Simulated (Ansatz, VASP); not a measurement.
**BN in VASP and in Ansatz**

```
CELL_PARAMETERS angstrom
2.55394 0.00000 0.00000
-1.27697 2.21178 0.00000
0.00000 0.00000 4.22685
ATOMIC_POSITIONS crystal
B 0.66667 0.33333 0.99972
B 0.33333 0.66667 0.49972
N 0.75401 0.39727 0.57796
N 0.33333 0.66667 0.12528
```

Alike in both runs: task single point; functional r2SCAN; k mesh 12 × 12 × 6; occupations gaussian, width 0.05 eV; no spin polarisation.

|  | VASP | Ansatz |
| --- | --- | --- |
| version | VASP 6.6.1 | Ansatz 0.2.0 |
| potentials or method | VASP PAW PBE potentials, release 64 (B, N), cutoff 520 eV | scalar-relativistic, plane waves, PAW |
| valence electrons in the cell | 16 | 16 |

Ansatz gave:

| Property | Result |
| --- | --- |
| gap on the k mesh at the Fermi level (eV) | 5.15 |
| least direct gap on the mesh (eV) | 7.00 |
| pressure (GPa) | 12.5 |
| traceless stress, the component that is largest in VASP (GPa) | 15.25 |
| rms of the force components (eV/Å) | 4.221 |

Estimate VASP's values.

gap on the k mesh at the Fermi level (eV): 5.14; least direct gap on the mesh (eV): 7.01; pressure (GPa): 13.4; traceless stress, the component that is largest in VASP (GPa): 15.24; rms of the force components (eV/Å): 4.212.

VASP's potentials were made for PBE, not for r2SCAN. Atom by atom the forces differ by 0.018 eV/Å (rms over components).
